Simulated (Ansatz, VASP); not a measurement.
## P: VASP beside Ansatz

File INCAR:

```
PREC = Accurate
ENCUT = 520
EDIFF = 1E-6
ISMEAR = 0
SIGMA = 0.03
LREAL = F
LASPH = T
NELM = 100
ALGO = Normal
ISIF = 2
LWAVE = F
LCHARG = F
GGA = PE
NBANDS = 18
```

The input KPOINTS:

```
Automatic mesh
0
Gamma
  10 10 8
```

Contents of POSCAR:

```
P
1.0
    1.7048727138     -5.8119992806      0.0000000000
    1.7048727138      5.8119992806      0.0000000000
    0.0000000000      0.0000000000      4.4210396311
P
4
Direct
    0.0940707809      0.9059292191      0.9137202394
    0.5940707809      0.4059292191      0.5862797606
    0.9059292191      0.0940707809      0.0862797606
    0.4059292191      0.5940707809      0.4137202394
```

Input for Ansatz:

```yaml
crystal:
  lattice:
    - [1.7048727138, -5.8119992806, 0.0]
    - [1.7048727138, 5.8119992806, 0.0]
    - [0.0, 0.0, 4.4210396311]
  atoms:
    - { symbol: P, position: [0.0940707809, 0.9059292191, 0.9137202394] }
    - { symbol: P, position: [0.5940707809, 0.4059292191, 0.5862797606] }
    - { symbol: P, position: [0.9059292191, 0.0940707809, 0.0862797606] }
    - { symbol: P, position: [0.4059292191, 0.5940707809, 0.4137202394] }
basis:
  ecutwfc: 420
kpoints:
  mp_grid: { grid: [10, 10, 8] }
hamiltonian:
  xc: pbe
scf:
  occupations: { method: gaussian, width: 0.03 }
output:
  forces: true
  stress: true
  eigenvalues: true
```

Change from the starting cell: strain +0.030 along x and y, -0.030 along z, atoms carried along.

Alike in both runs: task single point; functional PBE; k mesh 10 × 10 × 8; occupations gaussian, width 0.03 eV; no spin polarisation.

|  | VASP | Ansatz |
| --- | --- | --- |
| version | VASP 6.6.1 | Ansatz 0.2.0 |
| potentials or method | VASP PAW PBE potentials, release 64 (P), cutoff 520 eV | scalar-relativistic, plane waves, PAW |
| valence electrons in the cell | 20 | 20 |

```csv
,VASP,Ansatz,Ansatz less VASP
gap on the k mesh at the Fermi level (eV),0.08,0.07,-0.011
least direct gap on the mesh (eV),0.11,0.10,-0.014
pressure (GPa),-2.3,-2.0,+0.28
"traceless stress, the component that is largest in VASP (GPa)",3.28,3.26,-0.018
rms of the force components (eV/Å),0.310,0.309,-0.0010
```

Atom by atom the forces differ by 0.027 eV/Å (rms over components). With one functional, cell and mesh, what is left measures potentials, basis and numerics.
